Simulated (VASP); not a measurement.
Runs of VASP 6.6.1 on MgO. The structure is that of space group P-6m2 (No. 187), or close to it. The cells are those of the table. 

```csv
cell,gap on the mesh (eV),pressure (GPa)
"a = 3.014, b = 3.014, c = 2.749 Å, angles 90.0, 90.0, 120.0°, 2 atoms",2.40,-18.8
"a = 2.857, b = 2.857, c = 2.606 Å, angles 90.0, 90.0, 120.0°, 2 atoms",(a),0.6
"a = 2.977, b = 2.977, c = 2.715 Å, angles 90.0, 90.0, 120.0°, 2 atoms",2.66,(b)
"a = 2.898, b = 2.898, c = 2.643 Å, angles 90.0, 90.0, 120.0°, 2 atoms",3.26,-5.9
"a = 2.938, b = 2.938, c = 2.680 Å, angles 90.0, 90.0, 120.0°, 2 atoms",(c),-11.2
```

Alike in all rows: task single point; level LDA; potentials or basis VASP PAW LDA potentials, release 64 (Mg, O); no spin polarisation; k mesh 12 × 12 × 8; cutoff (eV) 600; smearing gaussian 0.01 eV.

Estimate the missing entries.

(a) 3.60; (b) -15.4; (c) 2.95.

Caveats: the cell stands under tension (at least some runs).

A k mesh can miss the band edges.
